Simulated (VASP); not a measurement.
Here is a VASP 6.6.1 calculation.

File INCAR:

```
SYSTEM = CuI
  PREC = Accurate
  ENCUT = 520
  EDIFF = 1E-8
  ISMEAR = 0
  SIGMA = 0.01
  LREAL = .False.
  LASPH = .True.
  NELM = 100
  ALGO = Normal
  ISIF = 2
  LWAVE = .False.
  LCHARG = .False.
  GGA = PS
  NBANDS = 16
  IBRION = 8
  NSW = 1
  LEPSILON = .True.
```

Contents of KPOINTS:

```
Automatic mesh
0
Gamma
  8 8 8
  0 0 0
```

POSCAR

```
CuI
1.0
    0.0000000000      2.9695838414      2.9695838414
    2.9695838414      0.0000000000      2.9695838414
    2.9695838414      2.9695838414      0.0000000000
Cu I
1 1
Direct
    0.2500000000      0.2500000000      0.2500000000
    0.0000000000      0.0000000000      0.0000000000
```

Potentials or basis: VASP PAW PBE potentials, release 64 (Cu, I).

Run with:

```bash
$ cat potpaw_PBE.64/Cu/POTCAR potpaw_PBE.64/I/POTCAR > POTCAR
$ mpirun -np 1 vasp_std > vasp.out
```

Problem. Estimate the electronic dielectric tensor (diagonal).

Solution. 6.90.

Problem. Predict the Born charges (mean of the diagonal).

Solution. Cu +1.03; I -1.03 e.

Problem. What does it give for the highest phonon frequency at Γ, LO-TO splitting left out?

Solution. 145 cm⁻¹.

Phonon frequencies in cm⁻¹ (negative: imaginary):
| q point | frequencies |
| --- | --- |
| (0.000, 0.000, 0.000) | 0 0 0 145 145 145 |
